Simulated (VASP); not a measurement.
Set up this calculation in VASP 6.6.1, as the native input.

* Task: single point
* Functional: PBEsol
* Dispersion: D3(BJ)
* Potentials or basis: VASP PAW PBE potentials, release 64 (S, Mg)
* Cutoff: 520 eV
* k mesh: 8 × 8 × 4
* Occupations: fermi-dirac, width 0.05 eV
* Spin: no spin polarisation
* Dipole correction: no
* Further INCAR settings: ALGO = Normal; EDIFF = 1e-06; NBANDS = 16

The structure of MgS lies in POSCAR:

```
MgS
1.0
    4.0346224068      0.0000000000      0.0000000000
   -2.0173112034      3.4940854990      0.0000000000
    0.0000000000      0.0000000000      6.4322941800
S Mg
2 2
Direct
    0.6666666667      0.3333333333      0.8792441500
    0.3333333333      0.6666666667      0.3792441500
    0.3333333333      0.6666666667      0.9957548500
    0.6666666667      0.3333333333      0.4957548500
```

One way to write it, as run:

INCAR

```
SYSTEM = MgS
PREC = Accurate
ENCUT = 520
EDIFF = 1E-6
ISMEAR = -1
SIGMA = 0.05
LREAL = .FALSE.
LASPH = .TRUE.
NELM = 60
ALGO = Normal
ISIF = 2
LWAVE = .FALSE.
LCHARG = .FALSE.
GGA = PS
IVDW = 12
NBANDS = 16
```

KPOINTS

```
regular mesh
0
G
  8 8 4
  0 0 0
```

Potentials or basis: VASP PAW PBE potentials, release 64 (S, Mg).

Run with:

```sh
$ cat potpaw_PBE.64/S/POTCAR potpaw_PBE.64/Mg/POTCAR > POTCAR
$ mpirun -np 1 vasp_std > vasp.out
```

It gave:

```
Pressure                   : -2.1 GPa
Largest force              : 0.045 eV/Å
Band gap on the k mesh     : 3.27 eV
Dispersion energy per atom : -0.235 eV
```

Caveat: three body term missing; the PAW data sets were made with another functional, which shifts forces and pressure a little.

Wall time 58 s on 1 thread of Intel Xeon 8259CL, on a shared host, peak memory 0.22 GiB.
